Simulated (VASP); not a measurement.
# Pd (Fm-3m) in VASP: a series of runs, part 2 of 2

VASP 6.6.1. The steps go on from the part before.

### 3 Electric field gradients, PBE (volume scaled by 0.94)

Contents of INCAR:

```
SYSTEM = Pd
  PREC = Accurate
  ENCUT = 520
  EDIFF = 1E-8
  ISMEAR = -1
  SIGMA = 0.05
  LREAL = .False.
  LASPH = .True.
  NELM = 60
  ALGO = Normal
  ISIF = 2
  LWAVE = .False.
  LCHARG = .False.
  GGA = PE
  LEFG = .True.
  NBANDS = 11
```

Contents of KPOINTS:

```
Automatic mesh
0
Gamma
  18 18 18
  0 0 0
```

Contents of POSCAR:

```
Pd
1.0
    0.0000000000      1.9051970228      1.9051970228
    1.9051970228      0.0000000000      1.9051970228
    1.9051970228      1.9051970228      0.0000000000
Pd
1
Direct
    0.0000000000      0.0000000000      0.0000000000
```

Potentials or basis: VASP PAW PBE potentials, release 64 (Pd).

Launch:

```console
> cat potpaw_PBE.64/Pd/POTCAR > POTCAR
> mpirun -np 1 vasp_std > vasp.out
```

OUTCAR:

```text
SYSTEM = Pd
   PREC = Accurate
   ENCUT = 520
   EDIFF = 1E-8
   ISMEAR = -1
   LREAL = .False.
   LASPH = .True.
   NELM = 60
   ISIF = 2
   GGA = PE

 ion  position               nearest neighbor table
   1  0.000  0.000  0.000-

  LATTYP: Found a face centered cubic cell.
 ALAT       =     3.8103940456

  Lattice vectors:

 A1 = (   0.0000000000,   1.9051970228,   1.9051970228)
 A2 = (   1.9051970228,   0.0000000000,   1.9051970228)
 A3 = (   1.9051970228,   1.9051970228,   0.0000000000)

Analysis of symmetry for initial positions (statically):
=====================================================================
 Subroutine PRICEL returns:
 Original cell was already a primitive cell.

 Routine SETGRP: Setting up the symmetry group for a
 face centered cubic supercell.

 Subroutine GETGRP returns: Found 48 space group operations
 (whereof 48 operations were pure point group operations)
 out of a pool of 48 trial point group operations.

The static configuration has the point symmetry O_h .

Analysis of symmetry for dynamics (positions and initial velocities):
=====================================================================
 Subroutine PRICEL returns:
 Original cell was already a primitive cell.

 Routine SETGRP: Setting up the symmetry group for a
 face centered cubic supercell.

 Subroutine GETGRP returns: Found 48 space group operations
 (whereof 48 operations were pure point group operations)
 out of a pool of 48 trial point group operations.

The dynamic configuration has the point symmetry O_h .

 Subroutine INISYM returns: Found 48 space group operations
 (whereof 48 operations are pure point group operations),
 and found     1 'primitive' translations

----------------------------------------------------------------------------------------

                                     Primitive cell

  volume of cell :      13.8309

  direct lattice vectors                    reciprocal lattice vectors
     0.000000000  1.905197023  1.905197023    -0.262440049  0.262440049  0.262440049
     1.905197023  0.000000000  1.905197023     0.262440049 -0.262440049  0.262440049
     1.905197023  1.905197023  0.000000000     0.262440049  0.262440049 -0.262440049

  length of vectors
     2.694355469  2.694355469  2.694355469     0.454559499  0.454559499  0.454559499

  position of ions in fractional coordinates (direct lattice)
     0.000000000  0.000000000  0.000000000

  ion indices of the primitive-cell ions
   primitive index   ion index
                 1           1

----------------------------------------------------------------------------------------

 KPOINTS: Automatic mesh

Automatic generation of k-mesh.
 Grid dimensions read from file:
[... 71 lines left out ...]
   ISIF   =      2    stress and relaxation
   ISYM   =      2    0-nonsym 1-usesym 2-fastsym
   POTIM  = 0.5000    time-step for ionic-motion
   TEBEG  =    0.0;   TEEND  =   0.0 temperature during run
   PSTRESS=    0.0 pullay stress
   NELECT =      10.0000    total number of electrons
   NUPDOWN=      -1.0000    fix difference up-down
   EMIN   =  10.00;   EMAX   =-10.00  energy-range for DOS
   EFERMI =   0.00;   METHOD = LEGACY
   ISMEAR =    -1;   SIGMA  =   0.05  broadening in eV -4-tet -1-fermi 0-gaus
   EFERMI_NEDOS =   21; number of points for ismear=-14 and -15
   IALGO  =     38    algorithm
   IMIX   =      4    mixing-type and parameters
     AMIX     =   0.40;   BMIX     =  1.00
     AMIX_MAG =   1.60;   BMIX_MAG =  1.00
  volume/ion in A,a.u.               =      13.83        93.34
  Fermi-wavevector in a.u.,A,eV,Ry     =   1.469349  2.776667 29.374791  2.158986
  Thomas-Fermi vector in A             =   2.584737
   LORBIT       =      0    0 simple, 1 ext, 2 COOP (PROOUT), +10 PAW based schemes
   GGA     = PE    functional components
   LHFCALC =     F    Hartree Fock is set to
   AEXX    =    0.0000 exact exchange contribution
   IVDW    =     0    specifies the selected vdW correction
   LEPSILON=     F    determine dielectric tensor
   LRPA    =     F    only Hartree local field effects (RPA)
 non-spin polarized calculation
  energy-cutoff  :      520.00
  volume of cell :       13.83
 maximum number of plane-waves:       388
   NGX =  9   NGY =  9   NGZ =  9

 number of electron      10.0000003 magnetization

 Free energy of the ion-electron system (eV)
  ---------------------------------------------------
  ext. energy  EPLUGINS =         0.00000000
  ---------------------------------------------------
  free energy    TOTEN  =        -5.13726829 eV

  energy without entropy =       -5.12071435  energy(sigma->0) =       -5.12899132

 E-fermi :  10.9180     XC(G=0): -13.5912

 val. band max:       10.9169367763   @ k =  -0.4444   0.3889   0.1111
 cond. band min:      10.9181386607   @ k =   0.4444   0.1667   0.0000
 fundamental gap:      0.0012018844
 Fermi energy:        10.9179646850

 k-point     1 :       0.0000    0.0000    0.0000
  band No.  band energies     occupation
      1       3.2610      2.00000
      2       7.7646      2.00000
      3       7.7646      2.00000
      4       7.7646      2.00000
      5       9.5540      2.00000
      6       9.5540      2.00000
      7      28.1126      0.00000
      8      33.2630      0.00000
      9      33.2630      0.00000
     10      33.2630      0.00000
     11      36.8796      0.00000
[... 309 lines left out ...]
 k-point    24 :      -0.2222    0.0556    0.0000
  band No.  band energies     occupation
      1       5.0375      2.00000
      2       7.5217      2.00000
      3       8.1196      2.00000
      4       8.1575      2.00000
      5       9.4126      2.00000
      6      10.0003      2.00000
      7      26.3809      0.00000
      8      29.3756      0.00000
      9      33.9067      0.00000
     10      36.1093      0.00000
     11      36.6115      0.00000

 [... further k-points ...]

------------------------ aborting loop because EDIFF is reached ----------------------------------------

  FORCE on cell =-STRESS in cart. coord.  units (eV):
  Direction    XX          YY          ZZ          XY          YZ          ZX
  --------------------------------------------------------------------------------------
  -------------------------------------------------------------------------------------
  Total        1.9289002      1.9289002      1.9289002      0.0000000      0.0000000     -0.0000000
  in kB      223.4450104    223.4450104    223.4450104      0.0000000      0.0000000     -0.0000000
  external PRESSURE =     223.4450104 kB  Pullay stress =       0.0000000 kB

 VOLUME and BASIS-vectors are now :
 -----------------------------------------------------------------------------
  energy-cutoff  :      520.00
  volume of cell :       13.83
      direct lattice vectors                 reciprocal lattice vectors
     0.000000000  1.905197023  1.905197023    -0.262440049  0.262440049  0.262440049
     1.905197023  0.000000000  1.905197023     0.262440049 -0.262440049  0.262440049
     1.905197023  1.905197023  0.000000000     0.262440049  0.262440049 -0.262440049

 POSITION                                       TOTAL-FORCE (eV/Angst)
 -----------------------------------------------------------------------------------
      0.00000      0.00000      0.00000        -0.000000      0.000000      0.000000
 -----------------------------------------------------------------------------------
    total drift:                                0.000000      0.000000      0.000000

  FREE ENERGIE OF THE ION-ELECTRON SYSTEM (eV)
  ---------------------------------------------------
  free  energy   TOTEN  =        -5.1372682869 eV

  energy  without entropy=       -5.1207143509  energy(sigma->0) =       -5.12899132

 Electric field gradients (V/A^2)
---------------------------------------------------------------------
 ion       V_xx      V_yy      V_zz      V_xy      V_xz      V_yz
---------------------------------------------------------------------
   1       0.000     0.000     0.000     0.001     0.001     0.001
---------------------------------------------------------------------

 Electric field gradients after diagonalization (V/A^2)
 (convention: |V_zz| > |V_xx| > |V_yy|)
----------------------------------------------------------------------
 ion       V_xx      V_yy      V_zz     asymmetry (V_yy - V_xx)/ V_zz
----------------------------------------------------------------------
   1      -0.001    -0.001     0.001       0.000
----------------------------------------------------------------------

           NMR quadrupolar parameters

 Cq : quadrupolar parameter    Cq=e*Q*V_zz/h
 eta: asymmetry parameters     (V_yy - V_xx)/ V_zz
 Q  : nuclear electric quadrupole moment in mb (millibarn)
----------------------------------------------------------------------
 ion       Cq(MHz)       eta       Q (mb)
----------------------------------------------------------------------
   1       0.000       0.000       1.000
----------------------------------------------------------------------
```

Wall time 38 s (1 thread of Intel Xeon 8259CL, shared host); peak memory 0.15 GiB.

Results:

- Free energy: -5.1373 eV
- Pressure: 22.3 GPa
- Band gap on the k mesh: zero (band 5 reaches 11.25 eV, above the bottom of band 6 at 9.48 eV)

Caveat: without QUAD_EFG the Cq values of the log hold for a quadrupole moment of 1 mb, not for the nuclei.

### 4 Electric field gradients, PBE (volume scaled by 0.99)

Contents of INCAR:

```
SYSTEM = Pd
PREC = Accurate
ENCUT = 520
EDIFF = 1E-8
ISMEAR = -1
SIGMA = 0.05
LREAL = .False.
LASPH = .True.
NELM = 100
ALGO = Normal
ISIF = 2
LWAVE = .False.
LCHARG = .False.
GGA = PE
LEFG = .True.
NBANDS = 11
```

Contents of KPOINTS:

```
regular mesh
0
Gamma
  18 18 18
  0 0 0
```

Contents of POSCAR:

```
Pd
1.0
    0.0000000000      1.9383952691      1.9383952691
    1.9383952691      0.0000000000      1.9383952691
    1.9383952691      1.9383952691      0.0000000000
Pd
1
Direct
    0.0000000000      0.0000000000      0.0000000000
```

Potentials or basis: VASP PAW PBE potentials, release 64 (Pd).

Launch:

```console
> cat potpaw_PBE.64/Pd/POTCAR > POTCAR
> mpirun -np 1 vasp_std > vasp.out
```

OUTCAR:

```text
SYSTEM = Pd
   PREC = Accurate
   ENCUT = 520
   EDIFF = 1E-8
   ISMEAR = -1
   LREAL = .False.
   LASPH = .True.
   NELM = 100
   ISIF = 2
   GGA = PE

 ion  position               nearest neighbor table
   1  0.000  0.000  0.000-

  LATTYP: Found a face centered cubic cell.
 ALAT       =     3.8767905382

  Lattice vectors:

 A1 = (   0.0000000000,   1.9383952691,   1.9383952691)
 A2 = (   1.9383952691,   0.0000000000,   1.9383952691)
 A3 = (   1.9383952691,   1.9383952691,   0.0000000000)

[... 539 lines left out ...]
    total drift:                                0.000000     -0.000000     -0.000000

  FREE ENERGIE OF THE ION-ELECTRON SYSTEM (eV)
  ---------------------------------------------------
  free  energy   TOTEN  =        -5.2090469336 eV

  energy  without entropy=       -5.1912508156  energy(sigma->0) =       -5.20014887

 Electric field gradients (V/A^2)
---------------------------------------------------------------------
 ion       V_xx      V_yy      V_zz      V_xy      V_xz      V_yz
---------------------------------------------------------------------
   1       0.000    -0.000     0.000     0.000     0.000     0.000
---------------------------------------------------------------------

 Electric field gradients after diagonalization (V/A^2)
 (convention: |V_zz| > |V_xx| > |V_yy|)
----------------------------------------------------------------------
 ion       V_xx      V_yy      V_zz     asymmetry (V_yy - V_xx)/ V_zz
----------------------------------------------------------------------
   1      -0.000    -0.000     0.000       0.000
----------------------------------------------------------------------

           NMR quadrupolar parameters

 Cq : quadrupolar parameter    Cq=e*Q*V_zz/h
 eta: asymmetry parameters     (V_yy - V_xx)/ V_zz
 Q  : nuclear electric quadrupole moment in mb (millibarn)
----------------------------------------------------------------------
 ion       Cq(MHz)       eta       Q (mb)
----------------------------------------------------------------------
   1       0.000       0.000       1.000
----------------------------------------------------------------------
```

OSZICAR:

```text
N       E                     dE             d eps       ncg     rms          rms(c)
DAV:   1     0.432183179756E+02    0.43218E+02   -0.51764E+03  4290   0.856E+02
DAV:   2    -0.492581880647E+01   -0.48144E+02   -0.46524E+02  4808   0.184E+02
DAV:   3    -0.548816097180E+01   -0.56234E+00   -0.56030E+00  5162   0.214E+01
DAV:   4    -0.549056655800E+01   -0.24056E-02   -0.24052E-02  5227   0.145E+00
DAV:   5    -0.549059192560E+01   -0.25368E-04   -0.25367E-04  5695   0.136E-01    0.805E+00
DAV:   6    -0.522397037832E+01    0.26662E+00   -0.10533E+00  5286   0.840E+00    0.396E+00
DAV:   7    -0.521289413695E+01    0.11076E-01   -0.27928E-02  5659   0.110E+00    0.201E+00
DAV:   8    -0.520907225672E+01    0.38219E-02   -0.15336E-03  5335   0.353E-01    0.954E-02
DAV:   9    -0.520904318095E+01    0.29076E-04   -0.17676E-04  5443   0.113E-01    0.264E-02
DAV:  10    -0.520904777799E+01   -0.45970E-05   -0.94650E-06  5384   0.274E-02    0.885E-03
DAV:  11    -0.520904693929E+01    0.83870E-06   -0.11692E-07  5629   0.348E-03    0.497E-04
DAV:  12    -0.520904693358E+01    0.57083E-08   -0.28001E-09  4229   0.453E-04
   1 F= -.52090469E+01 E0= -.52001489E+01  d E =-.177961E-01
```

It took 36 s on 1 thread of Intel Xeon 8259CL, shared host; peak memory 0.15 GiB.

Results:

```yaml
Free_energy: -5.2090 eV
Pressure: 9.4 GPa
Band_gap_on_the_k_mesh: zero (band 5 reaches 10.30 eV, above the bottom of band 6 at 8.68 eV)
```

Caveat: without QUAD_EFG the Cq values of the log hold for a quadrupole moment of 1 mb, not for the nuclei.

### 5 The runs side by side

| spin | cell | gap on the mesh (eV) | pressure (GPa) |
| --- | --- | --- | --- |
| non-collinear, zero start, SOC | a = 2.751 Å, angles 60.0°, 1 atom | - | 7.4 |
| off | a = 2.694 Å, angles 60.0°, 1 atom | none | 22.3 |
| off | a = 2.741 Å, angles 60.0°, 1 atom | none | 9.4 |

Alike in all rows: task electric field gradients; level PBE; potentials or basis VASP PAW PBE potentials, release 64 (Pd); k mesh 18 × 18 × 18; cutoff (eV) 520; smearing fermi-dirac 0.05 eV.

Absolute energies hang on the potentials; compare differences alone.
